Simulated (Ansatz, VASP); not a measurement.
# ScAl2 in VASP and in Ansatz

The input POSCAR:

```
ScAl2
1.0
    0.0000000000      3.7776526849      3.7776526849
    3.7776526849      0.0000000000      3.7776526849
    3.7776526849      3.7776526849      0.0000000000
Sc Al
2 4
Direct
    0.5000000000      0.5000000000      0.5000000000
    0.7500000000      0.7500000000      0.7500000000
    0.1250000000      0.1250000000      0.1250000000
    0.6250000000      0.1250000000      0.1250000000
    0.1250000000      0.6250000000      0.1250000000
    0.1250000000      0.1250000000      0.6250000000
```

INCAR.step1

```
SYSTEM = ScAl2
ALGO     = Normal         ! electronic algorithm
EDIFF    = 1E-4           ! SCF threshold, eV
ENCUT    = 520            ! plane-wave cutoff, eV
GGA      = PE             ! functional
ISMEAR   = 0              ! smearing method
LASPH    = .TRUE.         ! aspherical terms in the spheres
LCHARG   = .FALSE.        ! write CHGCAR
LREAL    = .FALSE.        ! projectors in reciprocal space
LWAVE    = .TRUE.         ! write WAVECAR
NBANDS   = 26             ! bands
NELM     = 100            ! most SCF steps
PREC     = Accurate       ! precision mode
SIGMA    = 0.02           ! smearing width, eV
```

The input INCAR.step2:

```
SYSTEM = ScAl2
ALGO     = Normal         ! electronic algorithm
EDIFF    = 1E-6           ! SCF threshold, eV
ENCUT    = 520            ! plane-wave cutoff, eV
ISIF     = 2              ! what is computed and relaxed
ISMEAR   = 0              ! smearing method
ISTART   = 1            
LASPH    = .TRUE.         ! aspherical terms in the spheres
LCHARG   = .FALSE.        ! write CHGCAR
LMIXTAU  = .TRUE.       
LREAL    = .FALSE.        ! projectors in reciprocal space
LWAVE    = .FALSE.        ! write WAVECAR
METAGGA  = R2SCAN         ! meta-GGA
NBANDS   = 26             ! bands
NELM     = 100            ! most SCF steps
PREC     = Accurate       ! precision mode
SIGMA    = 0.02           ! smearing width, eV
```

Contents of KPOINTS:

```
k-points
0
G
  8 8 8
  0 0 0
```

Input for Ansatz:

```yaml
crystal:
  lattice:
    - [0.0, 3.7776526849, 3.7776526849]
    - [3.7776526849, 0.0, 3.7776526849]
    - [3.7776526849, 3.7776526849, 0.0]
  atoms:
    - { symbol: Sc, position: [0.5, 0.5, 0.5] }
    - { symbol: Sc, position: [0.75, 0.75, 0.75] }
    - { symbol: Al, position: [0.125, 0.125, 0.125] }
    - { symbol: Al, position: [0.625, 0.125, 0.125] }
    - { symbol: Al, position: [0.125, 0.625, 0.125] }
    - { symbol: Al, position: [0.125, 0.125, 0.625] }
basis:
  ecutwfc: 500
kpoints:
  mp_grid: { grid: [8, 8, 8] }
hamiltonian:
  xc: r2scan
scf:
  occupations: { method: gaussian, width: 0.02 }
output:
  forces: true
  stress: true
  eigenvalues: true
```

Alike in both runs: task single point; functional r2SCAN; k mesh 8 × 8 × 8; occupations gaussian, width 0.02 eV; no spin polarisation.

|  | VASP | Ansatz |
| --- | --- | --- |
| version | VASP 6.6.1 | Ansatz 0.2.0 |
| potentials or method | VASP PAW PBE potentials, release 64 (Sc_sv, Al), cutoff 520 eV | scalar-relativistic, plane waves, PAW |
| valence electrons in the cell | 34 | 34 |

```csv
,VASP,Ansatz,Ansatz less VASP
gap on the k mesh at the Fermi level (eV),none,none,-
pressure (GPa),0.0,0.0,0.00
```

VASP's potentials were made for PBE, not for r2SCAN. A gap of «none» marks a metal or a gap that the smearing closes.
